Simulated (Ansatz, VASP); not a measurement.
## One calculation of PtS2, two programs

POSCAR

```
PtS2
1.0
    3.5526415803      0.0000000000      0.0000000000
   -1.7763207902      3.0766778591      0.0000000000
    0.0000000000      0.0000000000      5.1227110450
Pt S
1 2
Direct
    0.0000000000      0.0000000000      0.0000000000
    0.3333333333      0.6666666667      0.2392599773
    0.6666666667      0.3333333333      0.7607400227
```

The input INCAR.step1:

```
PREC     = Accurate       # precision mode
ENCUT    = 520            # plane-wave cutoff, eV
EDIFF    = 1E-5           # SCF threshold, eV
ISMEAR   = 0              # smearing method
SIGMA    = 0.01           # smearing width, eV
LREAL    = False          # projectors in reciprocal space
LASPH    = True           # aspherical terms in the spheres
NELM     = 100            # most SCF steps
ALGO     = Normal         # electronic algorithm
ISIF     = 2              # what is computed and relaxed
LWAVE    = True           # write WAVECAR
LCHARG   = False          # write CHGCAR
GGA      = PE             # functional
NBANDS   = 18             # bands
```

Contents of INCAR.step2:

```
PREC     = Accurate       # precision mode
ENCUT    = 520            # plane-wave cutoff, eV
EDIFF    = 1E-6           # SCF threshold, eV
ISMEAR   = 0              # smearing method
SIGMA    = 0.01           # smearing width, eV
LREAL    = False          # projectors in reciprocal space
LASPH    = True           # aspherical terms in the spheres
NELM     = 100            # most SCF steps
ALGO     = Normal         # electronic algorithm
ISIF     = 2              # what is computed and relaxed
LWAVE    = False          # write WAVECAR
LCHARG   = False          # write CHGCAR
GGA      = PE             # functional
LHFCALC  = True           # exact exchange
AEXX     = 0.1            # exact-exchange fraction
HFSCREEN = 0.5            # screening, 1/A
PRECFOCK = Normal       
ISTART   = 1            
NBANDS   = 18             # bands
```

KPOINTS

```
Automatic mesh
0
Gamma
  6 6 2
```

Input for Ansatz:

```yaml
crystal:
  lattice:
    - [3.5526415803, 0.0, 0.0]
    - [-1.7763207902, 3.0766778591, 0.0]
    - [0.0, 0.0, 5.122711045]
  atoms:
    - { symbol: Pt, position: [0.0, 0.0, 0.0] }
    - { symbol: S, position: [0.3333333333, 0.6666666667, 0.2392599773] }
    - { symbol: S, position: [0.6666666667, 0.3333333333, 0.7607400227] }
kpoints:
  mp_grid: { grid: [6, 6, 2] }
hamiltonian:
  xc: { exchange: pbe, correlation: pbe, exx: { coeff: 0.1, omega: 0.5 } }
scf:
  occupations: { method: fixed }
  n_extra_bands: 4
output:
  forces: true
  stress: true
  eigenvalues: true
```

Alike in both runs: task single point; functional PBE-based screened hybrid; k mesh 6 × 6 × 2; no spin polarisation.

|  | VASP | Ansatz |
| --- | --- | --- |
| version | VASP 6.6.1 | Ansatz 0.2.0 |
| potentials or method | VASP PAW PBE potentials, release 64 (Pt, S) | plane waves |
| plane-wave cutoff (eV) | 520 | 420 |
| occupations | gaussian, width 0.01 eV | fixed |
| valence electrons in the cell | 22 | 30 |

|  | VASP | Ansatz | Ansatz less VASP |
| --- | --- | --- | --- |
| gap on the k mesh at the Fermi level (eV) | 0.94 | 0.94 | +0.008 |
| pressure (GPa) | 2.0 | 2.4 | +0.47 |
| traceless stress, the component that is largest in VASP (GPa) | -0.31 | -0.42 | -0.104 |
| rms of the force components (eV/Å) | 0.039 | 0.021 | -0.0171 |

VASP's potentials were made for PBE, not for PBE-based screened hybrid. Atom by atom the forces differ by 0.017 eV/Å (rms over components). VASP's potentials hold 22 valence electrons a cell and Ansatz's 30, so a difference there can come from the potentials and not from the codes. Ansatz's warnings: stress exchange threshold loose, stress scf threshold loose.

The k mesh is coarse, so the values compare programs but aren't converged. Neither program's run includes spin-orbit coupling.
